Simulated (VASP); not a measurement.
Input of a VASP 6.6.1 run:

Contents of INCAR:

```
SYSTEM = Be
PREC     = Accurate       ! precision mode
ENCUT    = 520            ! plane-wave cutoff, eV
EDIFF    = 1E-6           ! SCF threshold, eV
ISMEAR   = -1             ! smearing method
SIGMA    = 0.05           ! smearing width, eV
LREAL    = .False.        ! projectors in reciprocal space
LASPH    = .True.         ! aspherical terms in the spheres
NELM     = 80             ! most SCF steps
ALGO     = Normal         ! electronic algorithm
ISIF     = 2              ! what is computed and relaxed
LWAVE    = .False.        ! write WAVECAR
LCHARG   = .True.         ! write CHGCAR
GGA      = PS             ! functional
LELF     = .True.         ! ELF
LVHAR    = .True.       
NBANDS   = 12             ! bands
```

Contents of KPOINTS:

```
Automatic mesh
0
Gamma
  9 9 14
  0 0 0
```

File POSCAR:

```
Be
1.0
    3.7342827559      0.0000000000      0.0000000000
    0.0000000000      3.7342827559      0.0000000000
    0.0000000000      0.0000000000      2.2736502440
Be
4
Direct
    0.2974080000      0.2974080000      0.0000000000
    0.7025920000      0.7025920000      0.0000000000
    0.2025920000      0.7974080000      0.5000000000
    0.7974080000      0.2025920000      0.5000000000
```

Potentials or basis: VASP PAW PBE potentials, release 64 (Be).

Command:

```sh
$ cat potpaw_PBE.64/Be/POTCAR > POTCAR
$ mpirun -np 1 vasp_std > vasp.out
```

Q: What does it give for the largest force?

A: 0.009 eV/Å.

Q: What does it give for the pressure?

A: 0.5 GPa.

Q: What does it give for the band gap on the k mesh?

A: Zero (band 4 reaches 7.88 eV, above the bottom of band 5 at 5.87 eV).

Forces on the atoms (eV/Å):
```
Be  -0.007 -0.007  0.000
Be   0.007  0.007  0.000
Be   0.007 -0.007  0.000
Be  -0.007  0.007  0.000
```

Caveat: the PAW data sets were made with another functional, which shifts forces and pressure a little.
